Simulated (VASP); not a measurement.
Ir: single point with PBE

Wire: Ir, a wire with vacuum.

```
Ir
1.0
    11.70000    0.00000    0.00000
     0.00000   13.20000    0.00000
     0.00000    0.00000    2.73697
Ir
4
Direct
  0.61696 0.50000 0.00000
  0.50000 0.64662 0.50000
  0.50000 0.35338 0.50000
  0.38304 0.50000 0.00000
```

```
Program                : VASP 6.6.1
Task                   : single point
Functional             : PBE
Potentials or basis    : VASP PAW PBE potentials, release 64 (Ir)
Cutoff                 : 520 eV
k mesh                 : 1 × 1 × 20
Occupations            : gaussian, width 0.05 eV
Spin                   : no spin polarisation
Dipole correction      : no
Further INCAR settings : ALGO = Normal; EDIFF = 1e-07; NBANDS = 26
```

```yaml
Largest_force: 3.044 eV/Å
Band_gap_on_the_k_mesh: zero (band 18 reaches -2.93 eV, above the bottom of band 19 at -3.50 eV)
```

Forces in eV/Å, atoms in the order of the input:
```
Ir  -3.044  0.000  0.000
Ir   0.000 -2.370  0.000
Ir   0.000  2.370  0.000
Ir   3.044  0.000  0.000
```

Levels at points of the mesh, in eV from the Fermi level:
| k point | band 14 | band 15 | band 16 | band 17 | band 18 | band 19 | band 20 | band 21 | band 22 | band 23 |
| --- | --- | --- | --- | --- | --- | --- | --- | --- | --- | --- |
| (0.00, 0.00, 0.00) | -1.01 | -0.73 | -0.64 | -0.54 | -0.54 | -0.36 | 0.42 | 0.64 | 0.88 | 0.89 |
| (0.00, 0.00, 0.50) | -0.65 | -0.63 | -0.43 | 0.05 | 0.15 | 0.64 | 0.71 | 3.08 | 3.12 | 3.43 |

Run time: 100 s on 1 thread of Intel(R) Xeon(R) 6975P-C (Granite Rapids), with other jobs on the host, peak memory 0.45 GiB.

Caveat: spin-orbit coupling is left out, which moves the levels of the heavy elements.
